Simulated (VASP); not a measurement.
Set up this calculation in VASP 6.6.1, as the native input.

```yaml
Task: single point
Functional: r2SCAN
Potentials_or_basis: VASP PAW PBE potentials, release 64 (Co, O)
Cutoff: 520 eV
k_mesh: 14 × 14 × 14
Occupations: gaussian, width 0.02 eV
Spin: no spin polarisation
Dipole_correction: no
Further_INCAR_settings: ALGO = Normal; EDIFF = 1e-06; NBANDS = 14
```

The system is CoO.

```
Co O
1.0
     0.00000    2.15983    2.15983
     2.15983    0.00000    2.15983
     2.15983    2.15983    0.00000
Co O
1 1
Direct
  0.00000 0.00000 0.00000
  0.25000 0.25000 0.25000
```

These files were run (other wordings do the same):

POSCAR

```
CoO
1.0
    0.0000000000      2.1598293986      2.1598293986
    2.1598293986      0.0000000000      2.1598293986
    2.1598293986      2.1598293986      0.0000000000
Co O
1 1
Direct
    0.0000000000      0.0000000000      0.0000000000
    0.2500000000      0.2500000000      0.2500000000
```

INCAR.step1

```
PREC = Accurate
ENCUT = 520
ISMEAR = 0
SIGMA = 0.02
LREAL = F
LASPH = T
NELM = 100
NBANDS = 14
GGA = PE
ALGO = Normal
EDIFF = 1E-4
LWAVE = T
LCHARG = F
```

INCAR.step2

```
PREC = Accurate
ENCUT = 520
EDIFF = 1E-6
ISMEAR = 0
SIGMA = 0.02
LREAL = F
LASPH = T
NELM = 100
ALGO = Normal
ISIF = 2
LWAVE = F
LCHARG = F
METAGGA = R2SCAN
LMIXTAU = T
NBANDS = 14
ISTART = 1
```

KPOINTS

```
regular mesh
0
Gamma
  14 14 14
```

Potentials or basis: VASP PAW PBE potentials, release 64 (Co, O).

Launch:

```sh
$ cat potpaw_PBE.64/Co/POTCAR potpaw_PBE.64/O/POTCAR > POTCAR
$ cp INCAR.step1 INCAR
$ mpirun -np 1 vasp_std > vasp.out
$ cp INCAR.step2 INCAR
$ mpirun -np 1 vasp_std > vasp.out
```

Results of the run:

```
Pressure               : 0.6 GPa
Band gap on the k mesh : zero (an odd number of electrons rules out a gap without spin polarisation)
```

Caveat: the PAW data sets were made with another functional, which shifts forces and pressure a little; an odd number of electrons without spin polarisation forces a metal; a magnetic or distorted state may lie lower; the run has no spin polarisation, though such a crystal can be magnetic; semilocal functionals often make such compounds metallic where correlation or magnetic order opens a gap, which also shifts bond lengths.

Wall time 2 min on 1 thread of Intel Xeon 8259CL, on a shared host, peak memory 0.17 GiB.
